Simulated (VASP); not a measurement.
# La (P6_3/mmc) in VASP: a series of runs, part 2 of 2

VASP 6.6.1. Earlier steps stand in the parts before.

## 4. Single point, PBEsol

This run uses another cell than the first one, of 34.35 Å³/atom.

INCAR

```
PREC = Accurate
ENCUT = 520
EDIFF = 1E-6
ISMEAR = 0
SIGMA = 0.15
LREAL = F
LASPH = T
NELM = 80
ALGO = Fast
ISIF = 2
LWAVE = F
LCHARG = F
GGA = PS
NBANDS = 30
```

KPOINTS

```
Automatic mesh
0
Gamma
  12 12 4
```

POSCAR

```
La
1.0
    3.4782000000      0.0000000000      0.0000000000
   -1.7391000000      3.0122095595      0.0000000000
    0.0000000000      0.0000000000     13.1161000000
La
4
Direct
    0.0000000000      0.0000000000      0.0000000000
    0.0000000000      0.0000000000      0.5000000000
    0.3333333333      0.6666666667      0.2500000000
    0.6666666667      0.3333333333      0.7500000000
```

Potentials or basis: VASP PAW PBE potentials, release 64 (La).

The run is started by

```console
cat potpaw_PBE.64/La/POTCAR > POTCAR
mpirun -np 1 vasp_std > vasp.out
```

OUTCAR:

```text
PREC = Accurate
   ENCUT = 520
   EDIFF = 1E-6
   ISMEAR = 0
   LREAL = F
   LASPH = T
   NELM = 80
   ISIF = 2
   GGA = PS

 ion  position               nearest neighbor table
   1  0.000  0.000  0.000-
   2  0.000  0.000  0.500-
   3  0.333  0.667  0.250-
   4  0.667  0.333  0.750-

  LATTYP: Found a hexagonal cell.
 ALAT       =     3.4782000000
 C/A-ratio  =     3.7709447415

  Lattice vectors:

 A1 = (   3.4782000000,   0.0000000000,   0.0000000000)
 A2 = (  -1.7391000000,   3.0122095595,   0.0000000000)
 A3 = (   0.0000000000,   0.0000000000,  13.1161000000)

Analysis of symmetry for initial positions (statically):
=====================================================================
 Subroutine PRICEL returns:
 Original cell was already a primitive cell.

 Routine SETGRP: Setting up the symmetry group for a
 hexagonal supercell.

 Subroutine GETGRP returns: Found 24 space group operations
 (whereof 12 operations were pure point group operations)
 out of a pool of 24 trial point group operations.

The static configuration has the point symmetry D_3d.
 The point group associated with its full space group is D_6h.

Analysis of symmetry for dynamics (positions and initial velocities):
=====================================================================
 Subroutine PRICEL returns:
 Original cell was already a primitive cell.

 Routine SETGRP: Setting up the symmetry group for a
 hexagonal supercell.

 Subroutine GETGRP returns: Found 24 space group operations
 (whereof 12 operations were pure point group operations)
 out of a pool of 24 trial point group operations.

The dynamic configuration has the point symmetry D_3d.
 The point group associated with its full space group is D_6h.

 Subroutine INISYM returns: Found 24 space group operations
 (whereof 12 operations are pure point group operations),
 and found     1 'primitive' translations

----------------------------------------------------------------------------------------

                                     Primitive cell

  volume of cell :     137.4183

  direct lattice vectors                    reciprocal lattice vectors
     3.478200000  0.000000000  0.000000000     0.287505031  0.165991107  0.000000000
    -1.739100000  3.012209560  0.000000000     0.000000000  0.331982214  0.000000000
     0.000000000  0.000000000 13.116100000     0.000000000  0.000000000  0.076242176

  length of vectors
     3.478200000  3.478200000 13.116100000     0.331982214  0.331982214  0.076242176

  position of ions in fractional coordinates (direct lattice)
     0.000000000  0.000000000  0.000000000
     0.000000000  0.000000000  0.500000000
     0.333333333  0.666666667  0.250000000
     0.666666667  0.333333333  0.750000000

  ion indices of the primitive-cell ions
   primitive index   ion index
                 1           1
                 2           2
                 3           3
                 4           4

----------------------------------------------------------------------------------------

 KPOINTS: Automatic mesh

Automatic generation of k-mesh.
 Grid dimensions read from file:
 generate k-points for:   12   12    4

 Generating k-lattice:

  Cartesian coordinates                     Fractional coordinates (reciprocal lattice)
     0.023958753  0.013832592  0.000000000     0.083333333  0.000000000  0.000000000
     0.000000000  0.027665185  0.000000000     0.000000000  0.083333333  0.000000000
     0.000000000  0.000000000  0.019060544     0.000000000  0.000000000  0.250000000

  Length of vectors
     0.027665185  0.027665185  0.019060544

  Shift w.r.t. Gamma in fractional coordinates (k-lattice)
     0.000000000  0.000000000  0.000000000

 Subroutine IBZKPT returns following result:
 ===========================================

 Found     57 irreducible k-points:

 Following reciprocal coordinates:
            Coordinates               Weight
  0.000000  0.000000  0.000000      1.000000
  0.083333  0.000000  0.000000      6.000000
  0.166667  0.000000  0.000000      6.000000
  0.250000  0.000000  0.000000      6.000000
  0.333333  0.000000  0.000000      6.000000
  0.416667  0.000000  0.000000      6.000000
[... 16 lines left out ...]
  0.250000  0.000000  0.250000     12.000000
  0.333333  0.000000  0.250000     12.000000
 [... further k-points ...]
   k-points           NKPTS =     57   k-points in BZ     NKDIM =     57   number of bands    NBANDS=     30
   number of dos      NEDOS =    301   number of ions     NIONS =      4
   total plane-waves  NPLWV =  76832
   dimension x,y,z NGX =    28 NGY =   28 NGZ =   98
   dimension x,y,z NGXF=    56 NGYF=   56 NGZF=  196
   ions per type =               4
   NGX,Y,Z   is equivalent  to a cutoff of  13.38, 13.38, 12.42 a.u.
   NGXF,Y,Z  is equivalent  to a cutoff of  26.77, 26.77, 24.84 a.u.
 SYSTEM =  unknown system
   PREC   = accura    normal or accurate (medium, high low for compatibility)
   ISTART =      0    job   : 0-new  1-cont  2-samecut
   ICHARG =      2    charge: 1-file 2-atom 10-const
   ISPIN  =      1    spin polarized calculation?
   LNONCOLLINEAR =      F non collinear calculations
   LSORBIT =      F    spin-orbit coupling
   LASPH  =      T    aspherical Exc in radial PAW
   ENCUT  =  520.0 eV  38.22 Ry    6.18 a.u.   6.47  6.47 24.39*2*pi/ulx,y,z
   NELM   =     80;   NELMIN=  2; NELMDL= -5     # of ELM steps
   EDIFF  = 0.1E-05   stopping-criterion for ELM
   LREAL  =      F    real-space projection
   EDIFFG = 0.1E-04   stopping-criterion for IOM
   NSW    =      0    number of steps for IOM
   IBRION =     -1    ionic relax: 0-MD 1-quasi-New 2-CG
   NFREE  =      0    steps in history (QN), initial steepest desc. (CG)
   ISIF   =      2    stress and relaxation
   ISYM   =      2    0-nonsym 1-usesym 2-fastsym
   POTIM  = 0.5000    time-step for ionic-motion
   TEBEG  =    0.0;   TEEND  =   0.0 temperature during run
   PSTRESS=    0.0 pullay stress
   NELECT =      44.0000    total number of electrons
   NUPDOWN=      -1.0000    fix difference up-down
   EMIN   =  10.00;   EMAX   =-10.00  energy-range for DOS
   EFERMI =   0.00;   METHOD = LEGACY
   ISMEAR =     0;   SIGMA  =   0.15  broadening in eV -4-tet -1-fermi 0-gaus
   EFERMI_NEDOS =   21; number of points for ismear=-14 and -15
   IALGO  =     68    algorithm
   IMIX   =      4    mixing-type and parameters
     AMIX     =   0.40;   BMIX     =  1.00
     AMIX_MAG =   1.60;   BMIX_MAG =  1.00
  volume/ion in A,a.u.               =      34.35       231.84
  Fermi-wavevector in a.u.,A,eV,Ry     =   1.119982  2.116458 17.066589  1.254359
  Thomas-Fermi vector in A             =   2.256625
   LORBIT       =      0    0 simple, 1 ext, 2 COOP (PROOUT), +10 PAW based schemes
   GGA     = PS    functional components
   LHFCALC =     F    Hartree Fock is set to
   AEXX    =    0.0000 exact exchange contribution
   IVDW    =     0    specifies the selected vdW correction
   LEPSILON=     F    determine dielectric tensor
   LRPA    =     F    only Hartree local field effects (RPA)
 non-spin polarized calculation
 RMM-DIIS sequential band-by-band and
 Gauss-broadening in eV      SIGMA  =   0.15
  energy-cutoff  :      520.00
  volume of cell :      137.42
 maximum number of plane-waves:      3738
 NGX is ok and might be reduce to    28
   NGX = 13   NGY = 13   NGZ = 49

 number of electron      43.9999995 magnetization

 Free energy of the ion-electron system (eV)
  ---------------------------------------------------
  ext. energy  EPLUGINS =         0.00000000
  ---------------------------------------------------
  free energy    TOTEN  =       -21.08864156 eV

  energy without entropy =      -21.00197922  energy(sigma->0) =      -21.04531039

 E-fermi :   8.4620     XC(G=0):  -9.9937

 val. band max:        8.4581391864   @ k =   0.0833   0.0833   0.0000
 cond. band min:       8.4631201142   @ k =   0.1667   0.0000   0.2500
 fundamental gap:      0.0049809278
 Fermi energy:         8.4619754245

 k-point     1 :       0.0000    0.0000    0.0000
  band No.  band energies     occupation
      1     -24.3141      2.00000
      2     -24.2465      2.00000
      3     -24.2370      2.00000
      4     -24.1674      2.00000
      5      -8.5907      2.00000
      6      -8.0003      2.00000
[... 781 lines left out ...]
     29      10.3825      0.00000
     30      10.4618      0.00000

 [... further k-points ...]

------------------------ aborting loop because EDIFF is reached ----------------------------------------

  FORCE on cell =-STRESS in cart. coord.  units (eV):
  Direction    XX          YY          ZZ          XY          YZ          ZX
  --------------------------------------------------------------------------------------
  -------------------------------------------------------------------------------------
  Total        1.7637526      1.7637526     -3.2919400     -0.0000000      0.0000000      0.0000000
  in kB       20.5638202     20.5638202    -38.3811554     -0.0000000      0.0000000      0.0000000
  external PRESSURE =       0.9154950 kB  Pullay stress =       0.0000000 kB

 VOLUME and BASIS-vectors are now :
 -----------------------------------------------------------------------------
  energy-cutoff  :      520.00
  volume of cell :      137.42
      direct lattice vectors                 reciprocal lattice vectors
     3.478200000  0.000000000  0.000000000     0.287505031  0.165991107  0.000000000
    -1.739100000  3.012209560  0.000000000     0.000000000  0.331982214  0.000000000
     0.000000000  0.000000000 13.116100000     0.000000000  0.000000000  0.076242176

 POSITION                                       TOTAL-FORCE (eV/Angst)
 -----------------------------------------------------------------------------------
      0.00000      0.00000      0.00000         0.000000      0.000000      0.000000
      0.00000      0.00000      6.55805         0.000000      0.000000      0.000000
     -0.00000      2.00814      3.27902        -0.000000      0.000000      0.000000
      1.73910      1.00407      9.83707        -0.000000     -0.000000     -0.000000
 -----------------------------------------------------------------------------------
    total drift:                                0.000000     -0.000000      0.000000

  FREE ENERGIE OF THE ION-ELECTRON SYSTEM (eV)
  ---------------------------------------------------
  free  energy   TOTEN  =       -21.0886415620 eV

  energy  without entropy=      -21.0019792225  energy(sigma->0) =      -21.04531039
```

stdout:

```text
POSCAR found type information on POSCAR La
 POSCAR found :  1 types and       4 ions
 scaLAPACK will be used
 -----------------------------------------------------------------------------
|                                                                             |
|                                                                             |
|     You enforced a specific xc type in the INCAR file but a different       |
[... 87 lines left out ...]
WARNING in EDDRMM: call to ZHEGV failed, returncode =   8  4      2
WARNING in EDDRMM: call to ZHEGV failed, returncode =   8  4      4
WARNING in EDDRMM: call to ZHEGV failed, returncode =   8  4      4
WARNING in EDDRMM: call to ZHEGV failed, returncode =   8  4      1
WARNING in EDDRMM: call to ZHEGV failed, returncode =   8  4      3
WARNING in EDDRMM: call to ZHEGV failed, returncode =   8  4      4
WARNING in EDDRMM: call to ZHEGV failed, returncode =   8  4      2
```

Wall time 18 min (1 thread of AMD EPYC 9R45 (Zen 5), shared host); peak memory 0.37 GiB.

Results:

- Free energy: -21.0886 eV
- Pressure: 0.1 GPa
- Band gap on the k mesh: zero (bands 22 and 23 overlap by 1.07 eV)

Caveat: the stress differs along the axes, from -4 to 2 GPa; the PAW data sets were made with another functional, which shifts forces and pressure a little; spin-orbit coupling is left out, which moves the levels of the heavy elements.

## 5. Overview

```csv
cell,gap on the mesh (eV),pressure (GPa)
"a = 3.625, b = 3.625, c = 11.992 Å, angles 90.0, 90.0, 120.0°, 4 atoms",none,0.0
"a = 3.588, b = 3.588, c = 12.273 Å, angles 90.0, 90.0, 120.0°, 4 atoms",none,0.1
"a = 3.478, b = 3.478, c = 13.116 Å, angles 90.0, 90.0, 120.0°, 4 atoms",none,0.1
```

Alike in all rows: task single point; level PBEsol; potentials or basis VASP PAW PBE potentials, release 64 (La); no spin polarisation; k mesh 12 × 12 × 4; cutoff (eV) 520; smearing gaussian 0.15 eV.

Caveats: the PAW data sets were made with another functional, which shifts forces and pressure a little; spin-orbit coupling is left out, which moves the levels of the heavy elements; the stress differs along the axes, from -4 to 2 GPa (at least some runs).

Absolute energies hang on the potentials; compare differences alone.

The gap in the log of VASP goes by the Fermi energy; the results here count the filled bands.